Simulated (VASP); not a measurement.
Here is a VASP 6.6.1 calculation.

Contents of INCAR:

```
SYSTEM = B8HN8
PREC = Accurate
ENCUT = 520
EDIFF = 1E-6
ISMEAR = 0
SIGMA = 0.01
LREAL = Auto
LASPH = .TRUE.
NELM = 100
ALGO = Normal
ISIF = 2
LWAVE = .FALSE.
LCHARG = .FALSE.
GGA = PE
IBRION = 2
NSW = 65
EDIFFG = -0.025
NELECT = 66.0
```

Contents of KPOINTS:

```
Automatic mesh
0
G
  5 5 3
  0 0 0
```

File POSCAR:

```
B8HN8
1.0
    2.5121811436      4.3512253786      0.0000000000
    2.5121811436     -4.3512253786      0.0000000000
    0.0000000000      0.0000000000     -8.3431635353
B N H
8 8 1
Direct
    0.1666881411      0.3333762821      0.7143912058
    0.1666881411      0.8333118589      0.7143912058
    0.6666666667      0.3333333333      0.7137064329
    0.6666237179      0.8333118589      0.7143912058
    0.3333333333      0.6666666667      0.2862935671
    0.3333762821      0.1666881411      0.2856087942
    0.8333118589      0.6666237179      0.2856087942
    0.8333118589      0.1666881411      0.2856087942
    0.1667237130      0.3334474261      0.2863162795
    0.1667237130      0.8332762870      0.2863162795
    0.6666666667      0.3333333333      0.2848417724
    0.6665525739      0.8332762870      0.2863162795
    0.3333333333      0.6666666667      0.7151582276
    0.3334474261      0.1667237130      0.7136837205
    0.8332762870      0.6665525739      0.7136837205
    0.8332762870      0.1667237130      0.7136837205
    0.0000000000      0.0000000000      0.0000000000
```

Potentials or basis: VASP PAW PBE potentials, release 64 (B, N, H).

Launch:

```bash
$ cat potpaw_PBE.64/B/POTCAR potpaw_PBE.64/N/POTCAR potpaw_PBE.64/H/POTCAR > POTCAR
$ mpirun -np 1 vasp_std > vasp.out
```

(1) What does it give for the energy gained by relaxing?

Results:

(1) 9.2 meV/atom.

Caveat: the cell carries a net charge on a neutralising background, which shifts energy and pressure; the cell differs from its parent crystal (with an interstitial atom).
